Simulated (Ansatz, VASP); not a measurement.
Hf2C: VASP beside Ansatz

Contents of INCAR:

```
PREC = Accurate
ENCUT = 600
EDIFF = 1E-7
ISMEAR = 0
SIGMA = 0.1
LREAL = False
LASPH = True
NELM = 100
ALGO = Normal
ISIF = 3
LWAVE = False
LCHARG = False
GGA = PE
IBRION = 2
NSW = 100
EDIFFG = -0.01
```

The input KPOINTS:

```
Automatic mesh
0
Gamma
  14 14 14
```

File POSCAR:

```
Hf2C
1.0
    0.0000000000      2.8559872357      2.8559872357
    2.8559872357      0.0000000000      2.8559872357
    2.8559872357      2.8559872357      0.0000000000
Hf C
2 1
Direct
    0.2500000000      0.2500000000      0.2500000000
    0.7500000000      0.7500000000      0.7500000000
    0.0000000000      0.0000000000      0.0000000000
```

Input for Ansatz:

```yaml
crystal:
  lattice:
    - [0.0, 2.8559872357, 2.8559872357]
    - [2.8559872357, 0.0, 2.8559872357]
    - [2.8559872357, 2.8559872357, 0.0]
  atoms:
    - { symbol: Hf, position: [0.25, 0.25, 0.25] }
    - { symbol: Hf, position: [0.75, 0.75, 0.75] }
    - { symbol: C, position: [0.0, 0.0, 0.0] }
basis:
  ecutwfc: 420
kpoints:
  mp_grid: { grid: [14, 14, 14] }
hamiltonian:
  xc: pbe
scf:
  occupations: { method: gaussian, width: 0.1 }
output:
  forces: true
  stress: true
  eigenvalues: true
relax:
  adjacent_minimum: "off"
  f_tol: 0.01
  max_steps: 80
  cell: { stress_tol: 0.05 }
```

Change from the starting cell: species swapped into the Al2Pd type (Fm-3m, No. 225).

Alike in both runs: task relaxation of cell and atoms; functional PBE; k mesh 14 × 14 × 14; occupations gaussian, width 0.1 eV; no spin polarisation.

|  | VASP | Ansatz |
| --- | --- | --- |
| version | VASP 6.6.1 | Ansatz 0.2.0 |
| potentials or method | VASP PAW PBE potentials, release 64 (Hf_pv, C), cutoff 600 eV | scalar-relativistic, plane waves, PAW |
| valence electrons in the cell | 24 | 56 |

Ansatz gave:

* gap on the k mesh at the Fermi level, each at its own relaxed structure (eV): none
* relaxed volume (Å³/atom): 15.50
* relaxed cell length with the largest relative difference (Å): 4.037

Which values does VASP return?

gap on the k mesh at the Fermi level, each at its own relaxed structure (eV): none; relaxed volume (Å³/atom): 15.43; relaxed cell length with the largest relative difference (Å): 4.030.

A gap of «none» marks a metal or a gap that the smearing closes. VASP's potentials hold 24 valence electrons a cell and Ansatz's 56, so a difference there can come from the potentials and not from the codes.

Neither program's run includes spin-orbit coupling.
